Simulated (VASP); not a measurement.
## Ca: relaxation of cell and atoms with LDA

Ca:

```
Ca
1.0
     0.00000    4.13182    4.13182
     4.13182    0.00000    4.13182
     4.13182    4.13182    0.00000
Ca
2
Direct
  0.00000 0.00000 0.00000
  0.25000 0.25000 0.25000
```

This isn't the form of Ca at room conditions, which is fcc.

- Program: VASP 6.6.1
- Task: relaxation of cell and atoms
- Functional: LDA
- Potentials or basis: VASP PAW LDA potentials, release 64 (Ca_sv)
- Cutoff: 500 eV
- k mesh: 5 × 5 × 5
- Occupations: fermi-dirac, width 0.1 eV
- Spin: no spin polarisation
- Dipole correction: no
- Further INCAR settings: ALGO = Normal; EDIFF = 1e-07; IBRION = 2; EDIFFG = -0.02; NSW = 50; ISIF = 3

- Pressure after relaxing: 0.0 GPa
- Band gap on the k mesh: zero (bands 10 and 11 overlap by 0.77 eV)

Final structure:
```
Ca
1.0
     0.00000    4.13182    4.13182
     4.13182    0.00000    4.13182
     4.13182    4.13182    0.00000
Ca
2
Direct
  0.00000 0.00000 0.00000
  0.25000 0.25000 0.25000
```

Levels at points of the mesh, in eV from the Fermi level:
```tsv
k point	band 7	band 8	band 9	band 10	band 11	band 12	band 13	band 14
(0.00, 0.00, 0.00)	-23.70	-23.70	-3.11	0.65	0.65	0.65	0.82	0.82
```

Wall time 38 s on 1 thread of Intel Xeon 8259CL, on a shared host, peak memory 0.24 GiB.

Caveat: the relaxation stopped at its first step, so nothing moved.
